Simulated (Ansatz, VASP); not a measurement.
C in VASP and in Ansatz

File INCAR:

```
SYSTEM = C
PREC = Accurate
ENCUT = 520
EDIFF = 1E-6
ISMEAR = 0
SIGMA = 0.05
LREAL = .False.
LASPH = .True.
NELM = 100
ALGO = Normal
ISIF = 2
LWAVE = .False.
LCHARG = .True.
GGA = PE
LELF = .True.
LVHAR = .True.
NBANDS = 36
```

KPOINTS

```
Automatic mesh
0
Gamma
  12 12 2
  0 0 0
```

File POSCAR:

```
C
1.0
    2.5457512053      0.0923780017      0.0923780017
   -1.1928739065      2.1584962147      0.0338126954
    0.4555269730      0.4555269730     12.5534036215
C
12
Direct
    0.0000000000      0.0000000000      0.1868593266
    0.0000000000      0.0000000000      0.6868593266
    0.0000000000      0.0000000000      0.3131406734
    0.0000000000      0.0000000000      0.8131406734
    0.3333333333      0.6666666667      0.5207665411
    0.6666666667      0.3333333333      0.0207665411
    0.3333333333      0.6666666667      0.9792334589
    0.6666666667      0.3333333333      0.4792334589
    0.3333333333      0.6666666667      0.6450950823
    0.6666666667      0.3333333333      0.1450950823
    0.3333333333      0.6666666667      0.8549049177
    0.6666666667      0.3333333333      0.3549049177
```

Input for Ansatz:

```yaml
crystal:
  lattice:
    - [2.5457512053, 0.0923780017, 0.0923780017]
    - [-1.1928739065, 2.1584962147, 0.0338126954]
    - [0.455526973, 0.455526973, 12.5534036215]
  atoms:
    - { symbol: C, position: [0.0, 0.0, 0.1868593266] }
    - { symbol: C, position: [0.0, 0.0, 0.6868593266] }
    - { symbol: C, position: [0.0, 0.0, 0.3131406734] }
    - { symbol: C, position: [0.0, 0.0, 0.8131406734] }
    - { symbol: C, position: [0.3333333333, 0.6666666667, 0.5207665411] }
    - { symbol: C, position: [0.6666666667, 0.3333333333, 0.0207665411] }
    - { symbol: C, position: [0.3333333333, 0.6666666667, 0.9792334589] }
    - { symbol: C, position: [0.6666666667, 0.3333333333, 0.4792334589] }
    - { symbol: C, position: [0.3333333333, 0.6666666667, 0.6450950823] }
    - { symbol: C, position: [0.6666666667, 0.3333333333, 0.1450950823] }
    - { symbol: C, position: [0.3333333333, 0.6666666667, 0.8549049177] }
    - { symbol: C, position: [0.6666666667, 0.3333333333, 0.3549049177] }
basis:
  ecutwfc: 520.0
kpoints:
  mp_grid: { grid: [12, 12, 2] }
hamiltonian:
  xc: pbe
  pseudopotentials: { kind: paw, azcp: { folder: soft_1 } }
scf:
  occupations: { method: gaussian, width: 0.05 }
output:
  forces: true
  stress: true
  eigenvalues: true
```

Change from the starting cell: equal engineering shear yz, xz and xy +0.0733, equal normal strain along x, y and z +0.0100.

Alike in both runs: task single point; functional PBE; k mesh 12 × 12 × 2; occupations gaussian, width 0.05 eV; no spin polarisation.

|  | VASP | Ansatz |
| --- | --- | --- |
| version | VASP 6.6.1 | Ansatz 0.2.0 |
| potentials or method | VASP PAW PBE potentials, release 64 (C), cutoff 520 eV | scalar-relativistic, plane waves, PAW |
| valence electrons in the cell | 48 | 48 |

VASP gave:

| Item | Value |
| --- | --- |
| gap on the k mesh at the Fermi level (eV) | 2.99 |
| least direct gap on the mesh (eV) | 3.57 |
| pressure (GPa) | -7.4 |
| traceless stress, the component that is largest in VASP (GPa) | -36.44 |
| rms of the force components (eV/Å) | 0.134 |

**Question.** Which values does Ansatz return?

**Answer.** gap on the k mesh at the Fermi level (eV): 3.00; least direct gap on the mesh (eV): 3.57; pressure (GPa): -7.9; traceless stress, the component that is largest in VASP (GPa): -36.29; rms of the force components (eV/Å): 0.133.

Atom by atom the forces differ by 0.011 eV/Å (rms over components). The functional is the same, so the differences come from potentials, cutoffs and numerics.
